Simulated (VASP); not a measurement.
Write the native input for VASP 6.6.1 that does the following.

- Task: single point
- Functional: r2SCAN
- Potentials or basis: VASP PAW PBE potentials, release 64 (Ba_sv, Ti_sv, O)
- Cutoff: 520 eV
- k mesh: 7 × 7 × 7
- Occupations: fermi-dirac, width 0.05 eV
- Spin: no spin polarisation
- Dipole correction: no
- Further INCAR settings: ALGO = Normal; EDIFF = 1e-06; NBANDS = 28

Crystal: BaTiO3.

```
CELL_PARAMETERS angstrom
3.96329 0.00000 0.00000
0.00000 2.85777 2.87431
0.00000 -2.85777 2.87431
ATOMIC_POSITIONS crystal
Ba 0.00000 0.00843 0.00843
Ti 0.50000 0.52392 0.52392
O 0.50000 0.98012 0.49404
O 0.50000 0.49404 0.98012
O 0.00000 0.49038 0.49038
```

These files were run (other wordings do the same):

POSCAR

```
BaTiO3
1.0
    3.9632862575      0.0000000000      0.0000000000
    0.0000000000      2.8577671971      2.8743146342
    0.0000000000     -2.8577671971      2.8743146342
Ba Ti O
1 1 3
Direct
    0.0000000000      0.0084292044      0.0084292044
    0.5000000000      0.5239174265      0.5239174265
    0.5000000000      0.9801215299      0.4940355503
    0.5000000000      0.4940355503      0.9801215299
    0.0000000000      0.4903762888      0.4903762888
```

INCAR.step1

```
PREC     = Accurate       # precision mode
ENCUT    = 520            # plane-wave cutoff, eV
ISMEAR   = -1             # smearing method
SIGMA    = 0.05           # smearing width, eV
LREAL    = F              # projectors in reciprocal space
LASPH    = T              # aspherical terms in the spheres
NELM     = 80             # most SCF steps
NBANDS   = 28             # bands
GGA      = PE             # functional
ALGO     = Normal         # electronic algorithm
EDIFF    = 1E-4           # SCF threshold, eV
LWAVE    = T              # write WAVECAR
LCHARG   = F              # write CHGCAR
```

INCAR.step2

```
PREC     = Accurate       # precision mode
ENCUT    = 520            # plane-wave cutoff, eV
EDIFF    = 1E-6           # SCF threshold, eV
ISMEAR   = -1             # smearing method
SIGMA    = 0.05           # smearing width, eV
LREAL    = F              # projectors in reciprocal space
LASPH    = T              # aspherical terms in the spheres
NELM     = 80             # most SCF steps
ALGO     = Normal         # electronic algorithm
ISIF     = 2              # what is computed and relaxed
LWAVE    = F              # write WAVECAR
LCHARG   = F              # write CHGCAR
METAGGA  = R2SCAN         # meta-GGA
LMIXTAU  = T            
NBANDS   = 28             # bands
ISTART   = 1
```

KPOINTS

```
Automatic mesh
0
Gamma
  7 7 7
```

Potentials or basis: VASP PAW PBE potentials, release 64 (Ba_sv, Ti_sv, O).

Run with:

```bash
$ cat potpaw_PBE.64/Ba_sv/POTCAR potpaw_PBE.64/Ti_sv/POTCAR potpaw_PBE.64/O/POTCAR > POTCAR
$ cp INCAR.step1 INCAR
$ mpirun -np 1 vasp_std > vasp.out
$ cp INCAR.step2 INCAR
$ mpirun -np 1 vasp_std > vasp.out
```

Results of the run:

* Pressure: 1.9 GPa
* Largest force: 0.170 eV/Å
* Band gap on the k mesh: 2.72 eV (least direct gap 3.11 eV)

Caveat: the PAW data sets were made with another functional, which shifts forces and pressure a little; spin-orbit coupling is left out, which moves the levels of the heavy elements; an odd mesh through Γ misses points on the zone boundary, where band edges can lie.

Run time: 5.2 min on 1 thread of AMD EPYC 7R13 Processor (Zen 3) (shared host), peak memory 0.22 GiB.
